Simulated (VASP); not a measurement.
Runs of VASP 6.6.1 on HfB2. The structure is that of space group P6/mmm (No. 191), or close to it. The cells are those of the table. 

```csv
task,cell,cutoff (eV),gap on the mesh (eV),pressure (GPa)
single point,"a = 3.103, b = 3.103, c = 3.412 Å, angles 90.0, 90.0, 120.0°, 3 atoms",520,none,7.0
single point,"a = 3.113, b = 3.113, c = 3.426 Å, angles 90.0, 90.0, 120.0°, 3 atoms",520,none,4.0
relaxation of cell and atoms,"relaxed to 1 GPa from a = 3.128, b = 3.128, c = 3.446 Å, angles 90.0, 90.0, 120.0°, 3 atoms",600,none,1.0
relaxation of cell and atoms,"relaxed to 2 GPa from a = 3.128, b = 3.128, c = 3.446 Å, angles 90.0, 90.0, 120.0°, 3 atoms",600,none,2.0
single point,"a = 3.128, b = 3.128, c = 3.446 Å, angles 90.0, 90.0, 120.0°, 3 atoms",520,none,(a)
single point,"a = 3.094, b = 3.094, c = 3.399 Å, angles 90.0, 90.0, 120.0°, 3 atoms",520,none,10.1
single point,"a = 3.121, b = 3.121, c = 3.436 Å, angles 90.0, 90.0, 120.0°, 3 atoms",520,none,2.0
single point,"a = 3.124, b = 3.124, c = 3.441 Å, angles 90.0, 90.0, 120.0°, 3 atoms",520,none,1.0
```

Alike in all rows: level PBEsol; potentials or basis VASP PAW PBE potentials, release 64 (Hf_pv, B); no spin polarisation; k mesh 16 × 16 × 12; smearing fermi-dirac 0.08 eV.

Question: Fill in the values left out.

Answer: (a) -0.1.

Caveats: the PAW data sets were made with another functional, which shifts forces and pressure a little; spin-orbit coupling is left out, which moves the levels of the heavy elements; the cell stands under pressure (at least some runs); the cell is relaxed towards a set pressure, so the run minimises the enthalpy, not the energy (at least some runs).

A k mesh can miss the band edges, and the runs leave out spin-orbit coupling on Hf.

A gap of «none» marks levels without a gap at the run's occupations.
